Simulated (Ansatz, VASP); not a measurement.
Cl in VASP and in Ansatz

INCAR

```
SYSTEM = Cl
PREC     = Accurate       ! precision mode
ENCUT    = 520            ! plane-wave cutoff, eV
EDIFF    = 1E-6           ! SCF threshold, eV
ISMEAR   = -1             ! smearing method
SIGMA    = 0.05           ! smearing width, eV
LREAL    = .FALSE.        ! projectors in reciprocal space
LASPH    = .TRUE.         ! aspherical terms in the spheres
NELM     = 80             ! most SCF steps
ALGO     = Normal         ! electronic algorithm
ISIF     = 2              ! what is computed and relaxed
LWAVE    = .FALSE.        ! write WAVECAR
LCHARG   = .FALSE.        ! write CHGCAR
NBANDS   = 22             ! bands
```

KPOINTS

```
regular mesh
0
G
  7 7 4
  0 0 0
```

Contents of POSCAR:

```
Cl
1.0
    3.1238919815     -2.2348988739      0.0000000000
    3.1238919815      2.2348988739      0.0000000000
    0.0000000000      0.0000000000      8.1548976686
Cl
4
Direct
    0.3700000000      0.6300000000      0.4000000000
    0.1300000000      0.8700000000      0.9000000000
    0.6300000000      0.3700000000      0.6000000000
    0.8700000000      0.1300000000      0.1000000000
```

The input input.yaml:

```yaml
crystal:
  lattice:
    - [3.1238919815, -2.2348988739, 0.0]
    - [3.1238919815, 2.2348988739, 0.0]
    - [0.0, 0.0, 8.1548976686]
  atoms:
    - { symbol: Cl, position: [0.37, 0.63, 0.4] }
    - { symbol: Cl, position: [0.13, 0.87, 0.9] }
    - { symbol: Cl, position: [0.63, 0.37, 0.6] }
    - { symbol: Cl, position: [0.87, 0.13, 0.1] }
kpoints:
  mp_grid: { grid: [7, 7, 4] }
scf:
  occupations: { method: fermi_dirac, width: 0.05 }
hamiltonian:
  xc: lda
  pseudopotentials: { kind: all_electron, lapw: { basis_error: 0.002 } }
output:
  forces: true
  stress: true
  eigenvalues: true
```

Change from the starting cell: volume scaled by 0.98.

Alike in both runs: task single point; functional LDA; k mesh 7 × 7 × 4; occupations fermi-dirac, width 0.05 eV; no spin polarisation.

```csv
,VASP,Ansatz
version,VASP 6.6.1,Ansatz 0.2.0
potentials or method,"VASP PAW LDA potentials, release 64 (Cl), cutoff 520 eV","all-electron LAPW, scalar-relativistic"
```

|  | VASP | Ansatz | Ansatz less VASP |
| --- | --- | --- | --- |
| gap on the k mesh at the Fermi level (eV) | 2.43 | 2.41 | -0.022 |
| least direct gap on the mesh (eV) | 2.49 | 2.47 | -0.022 |
| pressure (GPa) | -2.3 | -1.9 | +0.34 |
| traceless stress, the component that is largest in VASP (GPa) | 1.01 | 0.75 | -0.260 |
| rms of the force components (eV/Å) | 0.071 | 0.075 | +0.0043 |

LDA's correlation is that of Perdew and Zunger in VASP and of Perdew and Wang (1992) in Ansatz. Atom by atom the forces differ by 0.085 eV/Å (rms over components). Ansatz ran all-electron here, and VASP with PAW potentials.
